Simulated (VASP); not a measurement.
A run of VASP 6.6.1:

Contents of INCAR:

```
ALGO = Normal ; EDIFF = 1E-7
ENCUT = 520 ; GGA = PE
ISIF = 2 ; ISMEAR = 0
LASPH = T ; LCHARG = F
LREAL = F ; LWAVE = F
NBANDS = 43 ; NELM = 60
PREC = Accurate ; SIGMA = 0.1
```

Contents of KPOINTS:

```
k-points
0
Gamma
  6 6 4
```

POSCAR

```
Cd3Ga2O
1.0
    4.7488398854      0.0000000000      0.0000000000
   -2.3744199427      4.1126159792      0.0000000000
    0.0000000000      0.0000000000      5.8964765905
Cd Ga O
3 2 1
Direct
    0.0000000000      0.0000000000      0.5000000000
    0.3333333333      0.6666666667      0.0000000000
    0.3333333333      0.6666666667      0.5000000000
    0.6666666667      0.3333333333      0.2330572724
    0.6666666667      0.3333333333      0.7669427276
    0.0000000000      0.0000000000      0.0000000000
```

Potentials or basis: VASP PAW PBE potentials, release 64 (Cd, Ga_d, O).

Run with:

```bash
$ cat potpaw_PBE.64/Cd/POTCAR potpaw_PBE.64/Ga_d/POTCAR potpaw_PBE.64/O/POTCAR > POTCAR
$ mpirun -np 1 vasp_std > vasp.out
```

Hardware: 1 thread of Intel(R) Xeon(R) 6975P-C (Granite Rapids) (shared host).

Q: How long does it take, and how much memory?

A: Wall time 64 s on 1 thread of Intel(R) Xeon(R) 6975P-C (Granite Rapids), on a shared host, peak memory 0.29 GiB. Counts: scf iterations 16, k points 21.
